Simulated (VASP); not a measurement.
A run of VASP 6.6.1:

File INCAR:

```
PREC = Accurate ; ENCUT = 520
EDIFF = 1E-6 ; ISMEAR = 0
SIGMA = 0.02 ; LREAL = F
LASPH = T ; NELM = 100
ALGO = Normal ; ISIF = 2
LWAVE = F ; LCHARG = F
NBANDS = 20
```

File KPOINTS:

```
regular mesh
0
Gamma
  12 12 4
```

File POSCAR:

```
Al2O3
1.0
    2.9626459584      0.0000000000      0.0000000000
   -1.4813229792      2.5657266624      0.0000000000
    0.0000000000      0.0000000000      7.3548745087
Al O
2 3
Direct
    0.0000000000      0.0000000000      0.2744621999
    0.0000000000      0.0000000000      0.7255378001
    0.3333333333      0.6666666667      0.1952854209
    0.6666666667      0.3333333333      0.8047145791
    0.0000000000      0.0000000000      0.5000000000
```

Potentials or basis: VASP PAW LDA potentials, release 64 (Al, O).

Launch:

```console
$ cat potpaw_LDA.64/Al/POTCAR potpaw_LDA.64/O/POTCAR > POTCAR
$ mpirun -np 1 vasp_std > vasp.out
```

Hardware: 1 thread of Intel Xeon 8259CL, on a shared host.

**Question.** How long does it take, and how much memory?

**Answer.** It took 110 s on 1 thread of Intel Xeon 8259CL (shared host), peak memory 0.19 GiB. Counts: scf iterations 14, k points 69.
